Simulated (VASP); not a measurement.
Input of a VASP 6.6.1 run:

The input POSCAR:

```
Li
1.0
   -1.7382742631      1.7382742631      1.7382742631
    1.7382742631     -1.7382742631      1.7382742631
    1.7382742631      1.7382742631     -1.7382742631
Li
1
Direct
    0.0000000000      0.0000000000      0.0000000000
```

INCAR.step1

```
ALGO     = Normal         # electronic algorithm
EDIFF    = 1E-4           # SCF threshold, eV
ENCUT    = 520            # plane-wave cutoff, eV
GGA      = PE             # functional
ISMEAR   = 0              # smearing method
LASPH    = T              # aspherical terms in the spheres
LCHARG   = F              # write CHGCAR
LREAL    = F              # projectors in reciprocal space
LWAVE    = T              # write WAVECAR
NBANDS   = 8              # bands
NELM     = 60             # most SCF steps
PREC     = Accurate       # precision mode
SIGMA    = 0.1            # smearing width, eV
```

File INCAR.step2:

```
ALGO     = Normal         # electronic algorithm
EDIFF    = 1E-7           # SCF threshold, eV
ENCUT    = 520            # plane-wave cutoff, eV
ISIF     = 2              # what is computed and relaxed
ISMEAR   = 0              # smearing method
ISTART   = 1            
LASPH    = T              # aspherical terms in the spheres
LCHARG   = F              # write CHGCAR
LMIXTAU  = T            
LREAL    = F              # projectors in reciprocal space
LWAVE    = F              # write WAVECAR
METAGGA  = R2SCAN         # meta-GGA
NBANDS   = 8              # bands
NELM     = 60             # most SCF steps
PREC     = Accurate       # precision mode
SIGMA    = 0.1            # smearing width, eV
```

KPOINTS

```
k-points
0
Gamma
  16 16 16
```

Potentials or basis: VASP PAW PBE potentials, release 64 (Li_sv).

The run is started by

```console
$ cat potpaw_PBE.64/Li_sv/POTCAR > POTCAR
$ cp INCAR.step1 INCAR
$ mpirun -np 1 vasp_std > vasp.out
$ cp INCAR.step2 INCAR
$ mpirun -np 1 vasp_std > vasp.out
```

(1) What does it give for the band gap on the k mesh?

## Answers

(1) zero (an odd number of electrons rules out a gap without spin polarisation).
